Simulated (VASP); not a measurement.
Input of a VASP 6.6.1 run:

File POSCAR:

```
InP
1.0
    0.0000000000      2.8935981800      2.8935981800
    2.8935981800      0.0000000000      2.8935981800
    2.8935981800      2.8935981800      0.0000000000
In P
1 1
Direct
    0.0000000000      0.0000000000      0.0000000000
    0.2500000000      0.2500000000      0.2500000000
```

The input INCAR.step1:

```
  ALGO = Normal
  EDIFF = 1E-4
  ENCUT = 520
  GGA = PE
  ISMEAR = -1
  LASPH = True
  LCHARG = False
  LREAL = False
  LWAVE = True
  NBANDS = 16
  NELM = 80
  PREC = Accurate
  SIGMA = 0.02
```

File INCAR.step2:

```
  ALGO = Normal
  EDIFF = 1E-7
  ENCUT = 520
  ISIF = 2
  ISMEAR = -1
  ISTART = 1
  LASPH = True
  LCHARG = False
  LMIXTAU = True
  LREAL = False
  LWAVE = False
  METAGGA = R2SCAN
  NBANDS = 16
  NELM = 80
  PREC = Accurate
  SIGMA = 0.02
```

KPOINTS

```
k-points
0
Gamma
  8 8 8
```

Potentials or basis: VASP PAW PBE potentials, release 64 (In_d, P).

Launch:

```bash
$ cat potpaw_PBE.64/In_d/POTCAR potpaw_PBE.64/P/POTCAR > POTCAR
$ cp INCAR.step1 INCAR
$ mpirun -np 1 vasp_std > vasp.out
$ cp INCAR.step2 INCAR
$ mpirun -np 1 vasp_std > vasp.out
```

(1) Predict the pressure.

(2) What does it give for the band gap on the k mesh?

Answers

(1) 4.7 GPa.

(2) 1.39 eV, direct.

Caveat: the PAW data sets were made with another functional, which shifts forces and pressure a little; spin-orbit coupling is left out, which moves the levels of the heavy elements.
